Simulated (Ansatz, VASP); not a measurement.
Given: the input of a run of Ansatz 0.2.0 on CoO.

Contents of input.yaml:

```yaml
crystal:
  lattice:
    - [1.5054695445, 0.8691832468, 2.4399269062]
    - [-1.5054695445, 0.8691832468, 2.4399269062]
    - [0.0, -1.7383664936, 2.4399269062]
  atoms:
    - { symbol: Co, position: [0.0, 0.0, 0.0], spin: 0.5 }
    - { symbol: O, position: [0.5, 0.5, 0.5] }
hamiltonian:
  xc: pbesol
  pseudopotentials: { kind: paw }
magnetization:
  spin_polarized: true
  initial_magnetization: 0.5
  spin_locking: { lock_magnetization: hard }
kpoints:
  mp_grid: { grid: [9, 9, 9] }
scf:
  occupations: { method: fermi_dirac, width: 0.05 }
  lower_state_search: "off"
output:
  forces: true
  stress: true
  eigenvalues: true
```

Potentials or basis: Ansatz PAW.

Command:

```console
$ ansatz run input.yaml --threads 2 --pin off --max-ram 5632MiB --backend cpu --events-out ev --progress --plain --runs-dir out
```

Q: Set up the same calculation for VASP 6.6.1. Potentials there: VASP PAW PBE potentials, release 64 (Co, O).

A: As run (the cutoff follows the program's own potentials):

Contents of INCAR:

```
  PREC = Accurate
  ENCUT = 520
  EDIFF = 1E-6
  ISMEAR = -1
  SIGMA = 0.05
  LREAL = F
  LASPH = T
  NELM = 150
  ALGO = Normal
  ISIF = 2
  LWAVE = F
  LCHARG = F
  ISPIN = 2
  MAGMOM = 0.5 0
  LORBIT = 11
  NUPDOWN = 0.5
  LMAXMIX = 4
  GGA = PS
  NBANDS = 18
```

KPOINTS

```
Automatic mesh
0
Gamma
  9 9 9
```

The input POSCAR:

```
CoO
1.0
    1.5054695445      0.8691832468      2.4399269062
   -1.5054695445      0.8691832468      2.4399269062
    0.0000000000     -1.7383664936      2.4399269062
Co O
1 1
Direct
    0.0000000000      0.0000000000      0.0000000000
    0.5000000000      0.5000000000      0.5000000000
```

Potentials or basis: VASP PAW PBE potentials, release 64 (Co, O).

Launch:

```bash
$ cat potpaw_PBE.64/Co/POTCAR potpaw_PBE.64/O/POTCAR > POTCAR
$ mpirun -np 1 vasp_std > vasp.out
```

Both were run:

|  | VASP | Ansatz | Ansatz less VASP |
| --- | --- | --- | --- |
| pressure (GPa) | -26.5 | -26.3 | +0.23 |
| traceless stress, the component that is largest in VASP (GPa) | 0.28 | 0.27 | -0.016 |
| net moment per atom (μB) | 0.25 | 0.25 | 0.000 |
| size of the moment on the site where the two differ most (μB) | 0.51 | 0.48 | -0.024 |

VASP's potentials were made for PBE, not for PBEsol. Site moments also hang on the region over which each program counts them. VASP's potentials hold 15 valence electrons a cell and Ansatz's 23, so a difference there can come from the potentials and not from the codes.
